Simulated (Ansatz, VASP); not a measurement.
# One calculation of Na, two programs

Contents of INCAR:

```
  PREC = Accurate
  ENCUT = 520
  EDIFF = 1E-6
  ISMEAR = 0
  SIGMA = 0.15
  LREAL = False
  LASPH = True
  NELM = 80
  ALGO = Fast
  ISIF = 2
  LWAVE = False
  LCHARG = False
  GGA = CA
  NBANDS = 10
```

File KPOINTS:

```
regular mesh
0
Gamma
  8 8 8
```

POSCAR

```
Na
1.0
    7.0233428623      0.0000000000      0.0877917858
    0.0000000000      7.0233428623      0.0000000000
    0.0877917858      0.0000000000      7.0233428623
Na
1
Direct
    0.0000000000      0.0000000000      0.0000000000
```

Input for Ansatz:

```yaml
crystal:
  lattice:
    - [7.0233428623, 0.0, 0.0877917858]
    - [0.0, 7.0233428623, 0.0]
    - [0.0877917858, 0.0, 7.0233428623]
  atoms:
    - { symbol: Na, position: [0.0, 0.0, 0.0] }
basis:
  ecutwfc: 420
kpoints:
  mp_grid: { grid: [8, 8, 8] }
hamiltonian:
  xc: lda
scf:
  occupations: { method: gaussian, width: 0.15 }
output:
  forces: true
  stress: true
  eigenvalues: true
```

Change from the starting cell: strain +0.0250 x Voigt [0, 0, 0, 0, 1, 0], atoms carried along.

Alike in both runs: task single point; functional LDA; k mesh 8 × 8 × 8; occupations gaussian, width 0.15 eV; no spin polarisation.

|  | VASP | Ansatz |
| --- | --- | --- |
| version | VASP 6.6.1 | Ansatz 0.2.0 |
| potentials or method | VASP PAW LDA potentials, release 64 (Na_pv), cutoff 520 eV | scalar-relativistic, plane waves, PAW |
| valence electrons in the cell | 7 | 9 |

|  | VASP | Ansatz | Ansatz less VASP |
| --- | --- | --- | --- |
| gap on the k mesh at the Fermi level (eV) | none | none | - |
| pressure (GPa) | -0.1 | -0.1 | 0.00 |

LDA's correlation is that of Perdew and Zunger in VASP and of Perdew and Wang (1992) in Ansatz. A gap of «none» marks a metal or a gap that the smearing closes. VASP's potentials hold 7 valence electrons a cell and Ansatz's 9, so a difference there can come from the potentials and not from the codes.
